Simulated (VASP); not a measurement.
A run of VASP 6.6.1:

File INCAR:

```
ALGO = Normal
EDIFF = 1E-6
ENCUT = 520
GGA = RE
ISIF = 2
ISMEAR = -1
LASPH = True
LCHARG = True
LELF = True
LREAL = False
LVHAR = True
LWAVE = False
NBANDS = 22
NELM = 60
PREC = Accurate
SIGMA = 0.1
```

Contents of KPOINTS:

```
k-points
0
Gamma
  15 15 8
```

The input POSCAR:

```
Rh
1.0
    2.7738756701      0.0000000000      0.0000000000
   -1.3869378350      2.4022467972      0.0000000000
    0.0000000000      0.0000000000      4.4689473277
Rh
2
Direct
    0.3333333333      0.6666666667      0.2500000000
    0.6666666667      0.3333333333      0.7500000000
```

Potentials or basis: VASP PAW PBE potentials, release 64 (Rh_pv).

Run with:

```console
$ cat potpaw_PBE.64/Rh_pv/POTCAR > POTCAR
$ mpirun -np 1 vasp_std > vasp.out
```

Hardware: 1 thread of Intel(R) Xeon(R) 6975P-C (Granite Rapids) (shared host).

Q: How long does it take, and how much memory?

A: Wall time 25 s on 1 thread of Intel(R) Xeon(R) 6975P-C (Granite Rapids), with other jobs on the host, peak memory 0.2 GiB. Counts: scf iterations 11, k points 135.
